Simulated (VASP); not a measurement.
# Rh in VASP: further runs

Rh is run at these levels: PBEsol; tasks: electric field gradients.

Program: VASP 6.6.1. These are calculated values, not measurements. Logs are shortened: lines on timing, memory, paths and dates and some standing lists are left out, and cuts for length are marked.

## (1) The cell of the first run

It takes space group Fm-3m (No. 225, cubic). Conventional cell: a = 3.725 Å, b = 3.725 Å, c = 3.725 Å, α = 90.00°, β = 90.00°, γ = 90.00°. Within 3.5 Å of Rh (site symmetry m-3m) lie 12 Rh at 2.63 Å.

## (2) Electric field gradients, PBEsol (volume scaled by 0.94)

Contents of INCAR:

```
PREC = Accurate ; ENCUT = 520
EDIFF = 1E-8 ; ISMEAR = -1
SIGMA = 0.08 ; LREAL = False
LASPH = True ; NELM = 60
ALGO = Normal ; ISIF = 2
LWAVE = False ; LCHARG = False
GGA = PS ; LEFG = True
NBANDS = 14
```

Contents of KPOINTS:

```
regular mesh
0
Gamma
  16 16 16
```

Contents of POSCAR:

```
Rh
1.0
    0.0000000000      1.8627319650      1.8627319650
    1.8627319650      0.0000000000      1.8627319650
    1.8627319650      1.8627319650      0.0000000000
Rh
1
Direct
    0.0000000000      0.0000000000      0.0000000000
```

Potentials or basis: VASP PAW PBE potentials, release 64 (Rh_pv).

Launch:

```
cat potpaw_PBE.64/Rh_pv/POTCAR > POTCAR
mpirun -np 1 vasp_std > vasp.out
```

OUTCAR:

```text
PREC = Accurate
   ENCUT = 520
   EDIFF = 1E-8
   ISMEAR = -1
   LREAL = False
   LASPH = True
   NELM = 60
   ISIF = 2
   GGA = PS

 ion  position               nearest neighbor table
   1  0.000  0.000  0.000-

  LATTYP: Found a face centered cubic cell.
 ALAT       =     3.7254639300

  Lattice vectors:

 A1 = (   0.0000000000,   1.8627319650,   1.8627319650)
 A2 = (   1.8627319650,   0.0000000000,   1.8627319650)
 A3 = (   1.8627319650,   1.8627319650,   0.0000000000)

Analysis of symmetry for initial positions (statically):
=====================================================================
 Subroutine PRICEL returns:
 Original cell was already a primitive cell.

 Routine SETGRP: Setting up the symmetry group for a
 face centered cubic supercell.

 Subroutine GETGRP returns: Found 48 space group operations
 (whereof 48 operations were pure point group operations)
 out of a pool of 48 trial point group operations.

The static configuration has the point symmetry O_h .

Analysis of symmetry for dynamics (positions and initial velocities):
=====================================================================
 Subroutine PRICEL returns:
 Original cell was already a primitive cell.

 Routine SETGRP: Setting up the symmetry group for a
 face centered cubic supercell.

 Subroutine GETGRP returns: Found 48 space group operations
 (whereof 48 operations were pure point group operations)
 out of a pool of 48 trial point group operations.

The dynamic configuration has the point symmetry O_h .

 Subroutine INISYM returns: Found 48 space group operations
 (whereof 48 operations are pure point group operations),
 and found     1 'primitive' translations

----------------------------------------------------------------------------------------

                                     Primitive cell

  volume of cell :      12.9265

  direct lattice vectors                    reciprocal lattice vectors
     0.000000000  1.862731965  1.862731965    -0.268422945  0.268422945  0.268422945
     1.862731965  0.000000000  1.862731965     0.268422945 -0.268422945  0.268422945
     1.862731965  1.862731965  0.000000000     0.268422945  0.268422945 -0.268422945

  length of vectors
     2.634300808  2.634300808  2.634300808     0.464922179  0.464922179  0.464922179

  position of ions in fractional coordinates (direct lattice)
     0.000000000  0.000000000  0.000000000

  ion indices of the primitive-cell ions
   primitive index   ion index
                 1           1

----------------------------------------------------------------------------------------

 KPOINTS: regular mesh

Automatic generation of k-mesh.
 Grid dimensions read from file:
 generate k-points for:   16   16   16

 Generating k-lattice:

  Cartesian coordinates                     Fractional coordinates (reciprocal lattice)
    -0.016776434  0.016776434  0.016776434     0.062500000  0.000000000  0.000000000
     0.016776434 -0.016776434  0.016776434     0.000000000  0.062500000  0.000000000
     0.016776434  0.016776434 -0.016776434     0.000000000  0.000000000  0.062500000

  Length of vectors
     0.029057636  0.029057636  0.029057636

  Shift w.r.t. Gamma in fractional coordinates (k-lattice)
     0.000000000  0.000000000  0.000000000

 Subroutine IBZKPT returns following result:
 ===========================================

 Found    145 irreducible k-points:

 Following reciprocal coordinates:
            Coordinates               Weight
  0.000000  0.000000  0.000000      1.000000
  0.062500  0.000000  0.000000      8.000000
  0.125000  0.000000  0.000000      8.000000
  0.187500  0.000000  0.000000      8.000000
  0.250000  0.000000  0.000000      8.000000
  0.312500  0.000000  0.000000      8.000000
[... 16 lines left out ...]
 -0.125000  0.062500  0.000000     24.000000
 -0.062500  0.062500  0.000000     12.000000
 [... further k-points ...]
   k-points           NKPTS =    145   k-points in BZ     NKDIM =    145   number of bands    NBANDS=     14
   number of dos      NEDOS =    301   number of ions     NIONS =      1
   total plane-waves  NPLWV =   8000
   dimension x,y,z NGX =    20 NGY =   20 NGZ =   20
   dimension x,y,z NGXF=    40 NGYF=   40 NGZF=   40
   ions per type =               1
   NGX,Y,Z   is equivalent  to a cutoff of  12.62, 12.62, 12.62 a.u.
   NGXF,Y,Z  is equivalent  to a cutoff of  25.24, 25.24, 25.24 a.u.
 SYSTEM =  unknown system
   PREC   = accura    normal or accurate (medium, high low for compatibility)
   ISTART =      0    job   : 0-new  1-cont  2-samecut
   ICHARG =      2    charge: 1-file 2-atom 10-const
   ISPIN  =      1    spin polarized calculation?
   LNONCOLLINEAR =      F non collinear calculations
   LSORBIT =      F    spin-orbit coupling
   LASPH  =      T    aspherical Exc in radial PAW
   ENCUT  =  520.0 eV  38.22 Ry    6.18 a.u.   4.90  4.90  4.90*2*pi/ulx,y,z
   NELM   =     60;   NELMIN=  2; NELMDL= -5     # of ELM steps
   EDIFF  = 0.1E-07   stopping-criterion for ELM
   LREAL  =      F    real-space projection
   EDIFFG = 0.1E-06   stopping-criterion for IOM
   NSW    =      0    number of steps for IOM
   IBRION =     -1    ionic relax: 0-MD 1-quasi-New 2-CG
   NFREE  =      0    steps in history (QN), initial steepest desc. (CG)
   ISIF   =      2    stress and relaxation
   ISYM   =      2    0-nonsym 1-usesym 2-fastsym
   POTIM  = 0.5000    time-step for ionic-motion
   TEBEG  =    0.0;   TEEND  =   0.0 temperature during run
   PSTRESS=    0.0 pullay stress
   NELECT =      15.0000    total number of electrons
   NUPDOWN=      -1.0000    fix difference up-down
   EMIN   =  10.00;   EMAX   =-10.00  energy-range for DOS
   EFERMI =   0.00;   METHOD = LEGACY
   ISMEAR =    -1;   SIGMA  =   0.08  broadening in eV -4-tet -1-fermi 0-gaus
   EFERMI_NEDOS =   21; number of points for ismear=-14 and -15
   IALGO  =     38    algorithm
   IMIX   =      4    mixing-type and parameters
     AMIX     =   0.40;   BMIX     =  1.00
     AMIX_MAG =   1.60;   BMIX_MAG =  1.00
  volume/ion in A,a.u.               =      12.93        87.23
  Fermi-wavevector in a.u.,A,eV,Ry     =   1.720329  3.250951 40.266883  2.959532
  Thomas-Fermi vector in A             =   2.796789
   LORBIT       =      0    0 simple, 1 ext, 2 COOP (PROOUT), +10 PAW based schemes
   GGA     = PS    functional components
   LHFCALC =     F    Hartree Fock is set to
   AEXX    =    0.0000 exact exchange contribution
   IVDW    =     0    specifies the selected vdW correction
   LEPSILON=     F    determine dielectric tensor
   LRPA    =     F    only Hartree local field effects (RPA)
 non-spin polarized calculation
  energy-cutoff  :      520.00
  volume of cell :       12.93
 maximum number of plane-waves:       360
   NGX =  9   NGY =  9   NGZ =  9

 number of electron      14.9999995 magnetization

 Free energy of the ion-electron system (eV)
  ---------------------------------------------------
  ext. energy  EPLUGINS =         0.00000000
  ---------------------------------------------------
  free energy    TOTEN  =        -8.12563554 eV

  energy without entropy =       -8.09877148  energy(sigma->0) =       -8.11220351

 E-fermi :  12.9207     XC(G=0): -14.6188

 val. band max:       12.9176396613   @ k =   0.3125   0.2500   0.0000
 cond. band min:      12.9236843720   @ k =  -0.3750   0.0625   0.0000
 fundamental gap:      0.0060447107
 Fermi energy:        12.9206762509

 k-point     1 :       0.0000    0.0000    0.0000
  band No.  band energies     occupation
      1     -33.5127      2.00000
      2     -33.5127      2.00000
      3     -33.5127      2.00000
      4       4.4070      2.00000
      5       9.5214      2.00000
      6       9.5214      2.00000
      7       9.5214      2.00000
      8      11.8493      2.00000
      9      11.8493      2.00000
     10      28.7913      0.00000
     11      33.1205      0.00000
     12      34.5998      0.00000
     13      34.5998      0.00000
     14      34.5998      0.00000

 k-point     2 :       0.0625    0.0000    0.0000
  band No.  band energies     occupation
      1     -33.5488      2.00000
      2     -33.5175      2.00000
      3     -33.5175      2.00000
      4       4.5745      2.00000
      5       9.4431      2.00000
      6       9.5887      2.00000
      7       9.5887      2.00000
      8      11.8097      2.00000
      9      11.8097      2.00000
     10      29.0493      0.00000
[... 362 lines left out ...]
 k-point    24 :      -0.0625    0.0625    0.0000
  band No.  band energies     occupation
      1     -33.5994      2.00000
      2     -33.5387      2.00000
      3     -33.5193      2.00000
      4       4.8450      2.00000
      5       9.2972      2.00000
      6       9.6810      2.00000
      7       9.7345      2.00000
      8      11.6368      2.00000
      9      11.8748      2.00000
     10      29.4535      0.00000
     11      32.8807      0.00000
     12      33.1355      0.00000
     13      34.7260      0.00000
     14      35.5227      0.00000

 [... further k-points ...]
[... 5 lines left out ...]
  --------------------------------------------------------------------------------------
  -------------------------------------------------------------------------------------
  Total        1.1776272      1.1776272      1.1776272      0.0000000      0.0000000      0.0000000
  in kB      145.9611674    145.9611674    145.9611674      0.0000000      0.0000000      0.0000000
  external PRESSURE =     145.9611674 kB  Pullay stress =       0.0000000 kB

 VOLUME and BASIS-vectors are now :
 -----------------------------------------------------------------------------
  energy-cutoff  :      520.00
  volume of cell :       12.93
      direct lattice vectors                 reciprocal lattice vectors
     0.000000000  1.862731965  1.862731965    -0.268422945  0.268422945  0.268422945
     1.862731965  0.000000000  1.862731965     0.268422945 -0.268422945  0.268422945
     1.862731965  1.862731965  0.000000000     0.268422945  0.268422945 -0.268422945

 POSITION                                       TOTAL-FORCE (eV/Angst)
 -----------------------------------------------------------------------------------
      0.00000      0.00000      0.00000         0.000000      0.000000      0.000000
 -----------------------------------------------------------------------------------
    total drift:                                0.000000     -0.000000     -0.000000

  FREE ENERGIE OF THE ION-ELECTRON SYSTEM (eV)
  ---------------------------------------------------
  free  energy   TOTEN  =        -8.1256355404 eV

  energy  without entropy=       -8.0987714819  energy(sigma->0) =       -8.11220351

 Electric field gradients (V/A^2)
---------------------------------------------------------------------
 ion       V_xx      V_yy      V_zz      V_xy      V_xz      V_yz
---------------------------------------------------------------------
   1       0.000     0.000     0.000     0.001     0.001     0.001
---------------------------------------------------------------------

 Electric field gradients after diagonalization (V/A^2)
 (convention: |V_zz| > |V_xx| > |V_yy|)
----------------------------------------------------------------------
 ion       V_xx      V_yy      V_zz     asymmetry (V_yy - V_xx)/ V_zz
----------------------------------------------------------------------
   1      -0.001    -0.001     0.002       0.000
----------------------------------------------------------------------

           NMR quadrupolar parameters

 Cq : quadrupolar parameter    Cq=e*Q*V_zz/h
 eta: asymmetry parameters     (V_yy - V_xx)/ V_zz
 Q  : nuclear electric quadrupole moment in mb (millibarn)
----------------------------------------------------------------------
 ion       Cq(MHz)       eta       Q (mb)
----------------------------------------------------------------------
   1       0.000       0.000       1.000
----------------------------------------------------------------------
```

It took 9.7 s on 1 thread of Intel Xeon 6975P-C (Granite Rapids), shared host; peak memory 0.14 GiB.

What came out:

```
Free energy : -8.1256 eV
Pressure    : 14.6 GPa
```

Levels at points of the mesh, in eV from the Fermi level:
| k point | band 4 | band 5 | band 6 | band 7 | band 8 | band 9 | band 10 | band 11 |
| --- | --- | --- | --- | --- | --- | --- | --- | --- |
| (0.00, 0.00, 0.00) | -8.51 | -3.40 | -3.40 | -3.40 | -1.07 | -1.07 | 15.87 | 20.20 |
| (0.50, 0.00, 0.00) | -6.70 | -3.49 | -3.49 | 0.59 | 0.66 | 0.66 | 9.26 | 15.40 |
| (0.50, 0.50, 0.00) | -6.95 | -6.55 | 0.63 | 1.12 | 1.12 | 3.27 | 13.05 | 13.60 |

Caveat: without QUAD_EFG the Cq values of the log hold for a quadrupole moment of 1 mb, not for the nuclei; the PAW data sets were made with another functional, which shifts forces and pressure a little.

## (3) Electric field gradients, PBEsol (volume scaled by 0.9405)

Contents of INCAR:

```
ALGO = Normal ; EDIFF = 1E-8
ENCUT = 520 ; GGA = PS
ISIF = 2 ; ISMEAR = -1
LASPH = T ; LCHARG = F
LEFG = T ; LREAL = F
LWAVE = F ; NBANDS = 14
NELM = 100 ; PREC = Accurate
SIGMA = 0.08
```

Contents of KPOINTS:

```
k-points
0
Gamma
  16 16 16
```

Contents of POSCAR:

```
Rh
1.0
    0.0000000000      1.8630621781      1.8630621781
    1.8630621781      0.0000000000      1.8630621781
    1.8630621781      1.8630621781      0.0000000000
Rh
1
Direct
    0.0000000000      0.0000000000      0.0000000000
```

Potentials or basis: VASP PAW PBE potentials, release 64 (Rh_pv).

Launch:

```
cat potpaw_PBE.64/Rh_pv/POTCAR > POTCAR
mpirun -np 1 vasp_std > vasp.out
```

OUTCAR:

```text
EDIFF = 1E-8
   ENCUT = 520
   GGA = PS
   ISIF = 2
   ISMEAR = -1
   LASPH = T
   LREAL = F
   NELM = 100
   PREC = Accurate

 ion  position               nearest neighbor table
   1  0.000  0.000  0.000-

  LATTYP: Found a face centered cubic cell.
 ALAT       =     3.7261243562

  Lattice vectors:

 A1 = (   0.0000000000,   1.8630621781,   1.8630621781)
 A2 = (   1.8630621781,   0.0000000000,   1.8630621781)
 A3 = (   1.8630621781,   1.8630621781,   0.0000000000)

Analysis of symmetry for initial positions (statically):
=====================================================================
 Subroutine PRICEL returns:
 Original cell was already a primitive cell.

 Routine SETGRP: Setting up the symmetry group for a
 face centered cubic supercell.

 Subroutine GETGRP returns: Found 48 space group operations
[... 587 lines left out ...]
  external PRESSURE =     144.0506736 kB  Pullay stress =       0.0000000 kB

 VOLUME and BASIS-vectors are now :
 -----------------------------------------------------------------------------
  energy-cutoff  :      520.00
  volume of cell :       12.93
      direct lattice vectors                 reciprocal lattice vectors
     0.000000000  1.863062178  1.863062178    -0.268375369  0.268375369  0.268375369
     1.863062178  0.000000000  1.863062178     0.268375369 -0.268375369  0.268375369
     1.863062178  1.863062178  0.000000000     0.268375369  0.268375369 -0.268375369

 POSITION                                       TOTAL-FORCE (eV/Angst)
 -----------------------------------------------------------------------------------
      0.00000      0.00000      0.00000        -0.000000      0.000000     -0.000000
 -----------------------------------------------------------------------------------
    total drift:                                0.000000      0.000000      0.000000

  FREE ENERGIE OF THE ION-ELECTRON SYSTEM (eV)
  ---------------------------------------------------
  free  energy   TOTEN  =        -8.1262575351 eV

  energy  without entropy=       -8.0993715995  energy(sigma->0) =       -8.11281457

 Electric field gradients (V/A^2)
---------------------------------------------------------------------
 ion       V_xx      V_yy      V_zz      V_xy      V_xz      V_yz
---------------------------------------------------------------------
   1      -0.000    -0.000     0.000     0.001     0.001     0.001
---------------------------------------------------------------------

 Electric field gradients after diagonalization (V/A^2)
 (convention: |V_zz| > |V_xx| > |V_yy|)
----------------------------------------------------------------------
 ion       V_xx      V_yy      V_zz     asymmetry (V_yy - V_xx)/ V_zz
----------------------------------------------------------------------
   1      -0.001    -0.001     0.002       0.000
----------------------------------------------------------------------

           NMR quadrupolar parameters

 Cq : quadrupolar parameter    Cq=e*Q*V_zz/h
 eta: asymmetry parameters     (V_yy - V_xx)/ V_zz
 Q  : nuclear electric quadrupole moment in mb (millibarn)
----------------------------------------------------------------------
 ion       Cq(MHz)       eta       Q (mb)
----------------------------------------------------------------------
   1       0.000       0.000       1.000
----------------------------------------------------------------------
```

OSZICAR:

```text
N       E                     dE             d eps       ncg     rms          rms(c)
DAV:   1     0.116032262702E+03    0.11603E+03   -0.87407E+03  4100   0.116E+03
DAV:   2    -0.725029334119E+01   -0.12328E+03   -0.11773E+03  4522   0.340E+02
DAV:   3    -0.873515853762E+01   -0.14849E+01   -0.14822E+01  4822   0.410E+01
DAV:   4    -0.874018454479E+01   -0.50260E-02   -0.50257E-02  4528   0.245E+00
DAV:   5    -0.874022533531E+01   -0.40791E-04   -0.40792E-04  4768   0.194E-01    0.129E+01
DAV:   6    -0.815859576006E+01    0.58163E+00   -0.91619E-01  4282   0.134E+01    0.435E+00
DAV:   7    -0.813143586497E+01    0.27160E-01   -0.28136E-02  4708   0.213E+00    0.184E+00
DAV:   8    -0.812657084937E+01    0.48650E-02   -0.55286E-03  4162   0.104E+00    0.316E-01
DAV:   9    -0.812625219304E+01    0.31866E-03   -0.24664E-04  4252   0.225E-01    0.306E-02
DAV:  10    -0.812625735563E+01   -0.51626E-05   -0.25162E-06  4588   0.180E-02    0.781E-03
DAV:  11    -0.812625761403E+01   -0.25840E-06   -0.56709E-07  4582   0.106E-02    0.405E-04
DAV:  12    -0.812625754721E+01    0.66818E-07   -0.79359E-09  2888   0.131E-03    0.558E-05
DAV:  13    -0.812625753690E+01    0.10310E-07   -0.54773E-10  2174   0.312E-04    0.268E-05
DAV:  14    -0.812625753511E+01    0.17858E-08   -0.19096E-10  2054   0.190E-04
   1 F= -.81262575E+01 E0= -.81128146E+01  d E =-.268859E-01
```

Run time: 10 s. Hardware: 1 thread of Intel Xeon 6975P-C (Granite Rapids), shared host; peak memory 0.14 GiB.

What came out:

| Item | Value |
| --- | --- |
| Free energy | -8.1263 eV |
| Pressure | 14.4 GPa |

Caveat: without QUAD_EFG the Cq values of the log hold for a quadrupole moment of 1 mb, not for the nuclei; the PAW data sets were made with another functional, which shifts forces and pressure a little.

(Part 1 of 2 ends here.)
